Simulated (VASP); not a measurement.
Crystal: AlNi.

```
CELL_PARAMETERS angstrom
1.93869 -1.95319 0.00000
1.93869 1.95319 0.00000
0.00000 0.00000 3.09943
ATOMIC_POSITIONS crystal
Al 0.00000 0.00000 0.00000
Ni 0.50000 0.50000 0.50000
```

* Program: VASP 6.6.1
* Task: relaxation of cell and atoms
* Functional: PBEsol
* Potentials or basis: VASP PAW PBE potentials, release 64 (Al, Ni)
* Cutoff: 600 eV
* k mesh: 16 × 16 × 14
* Occupations: gaussian, width 0.1 eV
* Spin: no spin polarisation

At the start: pressure 0.4 GPa; volume 11.74 Å³/atom.

How do energy, volume and symmetry change on relaxing?

Over 22 steps the energy falls by 22.7 meV/atom and the volume is 11.72 Å³/atom (-0.1 %); space group P4/mmm (No. 123, to 0.1 Å) before, Pm-3m (No. 221, to 0.1 Å).

Step by step:
| step | energy change (eV) | largest force (eV/Å) | pressure (GPa) | volume (Å³) |
| --- | --- | --- | --- | --- |
| 1 | 0.0000 | 0.0000 | 0.42 | 23.47 |
| 2 | -0.0152 | 0.0000 | -0.15 | 23.57 |
| 3 | -0.0397 | 0.0000 | -2.27 | 23.81 |
| 4 | -0.0416 | 0.0000 | 2.69 | 23.11 |
| 5 | -0.0448 | 0.0000 | 0.47 | 23.41 |
| 6 | -0.0448 | 0.0000 | 0.41 | 23.42 |
| 7 | -0.0452 | 0.0000 | -0.29 | 23.49 |
| 8 | -0.0453 | 0.0000 | 0.08 | 23.48 |
| 9 | -0.0453 | 0.0000 | -0.08 | 23.48 |
| 10 | -0.0453 | 0.0000 | 0.56 | 23.48 |
| 11 | -0.0445 | 0.0000 | -1.49 | 23.65 |
| 12 | -0.0453 | 0.0000 | -0.12 | 23.51 |
| 13 | -0.0453 | 0.0000 | -0.14 | 23.50 |
| 14 | -0.0453 | 0.0000 | 0.13 | 23.49 |
| 15 | -0.0453 | 0.0000 | -0.42 | 23.50 |
| 16 | -0.0453 | 0.0000 | -0.08 | 23.49 |
| 17 | -0.0453 | 0.0000 | 0.09 | 23.49 |
| 18 | -0.0453 | 0.0000 | -0.34 | 23.49 |
| 19 | -0.0453 | 0.0000 | 0.82 | 23.41 |
| 20 | -0.0453 | 0.0000 | -0.13 | 23.45 |
| 21 | -0.0453 | 0.0000 | 0.31 | 23.44 |
| 22 | -0.0453 | 0.0000 | -0.02 | 23.45 |

Final structure:
```
Al Ni
1.0
     2.02202   -2.02176    0.00000
     2.02202    2.02176    0.00000
     0.00000    0.00000    2.86787
Al Ni
1 1
Direct
  0.00000 0.00000 0.00000
  0.50000 0.50000 0.50000
```

Caveat: the PAW data sets were made with another functional, which shifts forces and pressure a little.
